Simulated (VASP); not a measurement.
ZnO, 4 atoms in the cell. Symmetry: P6_3mc, No. 186, hexagonal system. Conventional cell: a = 3.295 Å, b = 3.295 Å, c = 5.316 Å, α = 90.00°, β = 90.00°, γ = 120.00°. Zn (site symmetry 3m) has 4 O at 2.01 to 2.02 Å within 2.7 Å. Within 2.7 Å of O (site symmetry 3m) lie 4 Zn at 2.01 to 2.02 Å.  This cell differs from its parent crystal: volume scaled by 1.04.

```yaml
Program: VASP 6.6.1
Task: single point
Functional: PBE
Dispersion: D4
Potentials_or_basis: VASP PAW PBE potentials, release 64 (Zn, O)
Cutoff: 520 eV
k_mesh: 8 × 8 × 6
Occupations: gaussian, width 0.05 eV
Spin: no spin polarisation
Dipole_correction: no
Further_INCAR_settings: ALGO = Normal; EDIFF = 1e-07; NBANDS = 26
```

Potentials or basis: VASP PAW PBE potentials, release 64 (Zn, O).

Run with:

```console
$ cat potpaw_PBE.64/Zn/POTCAR potpaw_PBE.64/O/POTCAR > POTCAR
$ mpirun -np 1 vasp_std > vasp.out
```

Hardware: 1 thread of Intel(R) Xeon(R) Platinum 8259CL CPU @ 2.50GHz (Skylake/Cascade Lake) (shared host).

Problem. How long does it take, and how much memory?

Solution. Wall time 52 s on 1 thread of Intel(R) Xeon(R) Platinum 8259CL CPU @ 2.50GHz (Skylake/Cascade Lake) (shared host), peak memory 0.19 GiB. Counts: scf iterations 17, k points 40.
